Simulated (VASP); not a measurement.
**C: single point with r2SCAN**

The system is C.

```
CELL_PARAMETERS angstrom
3.56028 0.00000 0.00000
0.00000 -3.56028 0.00000
0.00000 0.00000 -3.56028
ATOMIC_POSITIONS crystal
C 0.50000 0.00000 0.99298
C 0.00000 0.50000 0.00000
C 0.00000 0.00000 0.50000
C 0.50000 0.50000 0.50000
C 0.75000 0.75000 0.75000
C 0.25000 0.25000 0.75000
C 0.25000 0.75000 0.25000
C 0.75000 0.25000 0.25000
```

This cell differs from its parent crystal: atom 1 (C) moved +0.025 Å along Cartesian [0 0 1].

- Program: VASP 6.6.1
- Task: single point
- Functional: r2SCAN
- Potentials or basis: VASP PAW PBE potentials, release 64 (C)
- Cutoff: 520 eV
- k mesh: 6 × 6 × 6
- Occupations: gaussian, width 0.05 eV
- Spin: no spin polarisation
- Dipole correction: no
- Further INCAR settings: ALGO = Normal; EDIFF = 1e-06; NBANDS = 26

| Property | Result |
| --- | --- |
| Pressure | 1.2 GPa |
| Largest force | 1.158 eV/Å |
| Band gap on the k mesh | 4.25 eV |

Forces in eV/Å, atoms in the order of the input:
```
C    0.000  0.000 -1.158
C    0.000  0.000 -0.157
C    0.000  0.000  0.172
C    0.000  0.000  0.172
C    0.080  0.080  0.249
C   -0.080 -0.080  0.249
C    0.068 -0.068  0.237
C   -0.068  0.068  0.237
```

Stress tensor (GPa, compression positive):
```
1.19 0.23 0.00
0.23 1.19 0.00
0.00 0.00 1.13
```

Levels at points of the mesh, in eV from the valence-band top:
```csv
k point,band 13,band 14,band 15,band 16,band 17,band 18,band 19,band 20
"(0.00, 0.00, 0.00)",-6.74,-0.20,-0.10,0.00,4.80,4.84,4.91,4.91
"(0.50, 0.00, 0.00)",-4.49,-4.49,-4.49,-4.47,4.55,4.55,10.65,10.65
"(0.00, 0.00, 0.50)",-4.62,-4.53,-4.46,-4.37,4.52,4.58,10.65,10.69
"(0.50, 0.50, 0.00)",-3.45,-3.33,-3.30,-3.19,8.16,8.24,8.24,8.32
"(0.00, 0.50, 0.50)",-3.38,-3.32,-3.31,-3.25,8.17,8.20,8.27,8.29
"(0.50, 0.50, 0.50)",-3.09,-3.08,-3.04,-2.93,8.57,8.62,8.79,8.79
```

Run time: 2.6 min on 1 thread of AMD EPYC 9R45 (Zen 5) (shared host), peak memory 0.14 GiB.

Caveat: the cell differs from its parent crystal (atom 1 (C) moved +0.025 Å along Cartesian [0 0 1]); the PAW data sets were made with another functional, which shifts forces and pressure a little. A k mesh can miss the band edges.
